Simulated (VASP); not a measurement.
Input of a VASP 6.6.1 run:

File POSCAR:

```
TiC
1.0
    0.0000000000      2.1657188437      2.1657188437
    2.1657188437      0.0000000000      2.1657188437
    2.1657188437      2.1657188437      0.0000000000
Ti C
1 1
Direct
    0.0000000000      0.0000000000      0.0000000000
    0.5000000000      0.5000000000      0.5000000000
```

INCAR.step1

```
ALGO     = Normal         # electronic algorithm
EDIFF    = 1E-5           # SCF threshold, eV
ENCUT    = 520            # plane-wave cutoff, eV
GGA      = PE             # functional
ISIF     = 2              # what is computed and relaxed
ISMEAR   = -1             # smearing method
LASPH    = True           # aspherical terms in the spheres
LREAL    = False          # projectors in reciprocal space
LWAVE    = True           # write WAVECAR
NBANDS   = 15             # bands
NELM     = 60             # most SCF steps
PREC     = Accurate       # precision mode
SIGMA    = 0.05           # smearing width, eV
```

File INCAR.step2:

```
AEXX     = 0.25           # exact-exchange fraction
ALGO     = Normal         # electronic algorithm
EDIFF    = 1E-7           # SCF threshold, eV
ENCUT    = 520            # plane-wave cutoff, eV
GGA      = PE             # functional
HFSCREEN = 0.3            # screening, 1/A
ISIF     = 2              # what is computed and relaxed
ISMEAR   = -1             # smearing method
ISTART   = 1            
LASPH    = True           # aspherical terms in the spheres
LCHARG   = True           # write CHGCAR
LELF     = True           # ELF
LHFCALC  = True           # exact exchange
LREAL    = False          # projectors in reciprocal space
LVHAR    = True         
LWAVE    = False          # write WAVECAR
NBANDS   = 15             # bands
NELM     = 60             # most SCF steps
PREC     = Accurate       # precision mode
PRECFOCK = Normal       
SIGMA    = 0.05           # smearing width, eV
```

Contents of KPOINTS:

```
k-points
0
Gamma
  6 6 6
```

Potentials or basis: VASP PAW PBE potentials, release 64 (Ti_sv, C).

Command:

```sh
$ cat potpaw_PBE.64/Ti_sv/POTCAR potpaw_PBE.64/C/POTCAR > POTCAR
$ cp INCAR.step1 INCAR
$ mpirun -np 1 vasp_std > vasp.out
$ cp INCAR.step2 INCAR
$ mpirun -np 1 vasp_std > vasp.out
```

(1) Predict the band gap on the k mesh.

(2) Estimate the pressure.

Answers

(1) zero (bands 8 and 9 overlap by 1.66 eV).

(2) -4.3 GPa.

Caveat: the k points lie up to 0.42 Å⁻¹ apart, too coarse for converged energies and pressures of a metal; the PAW data sets were made with another functional, which shifts forces and pressure a little.
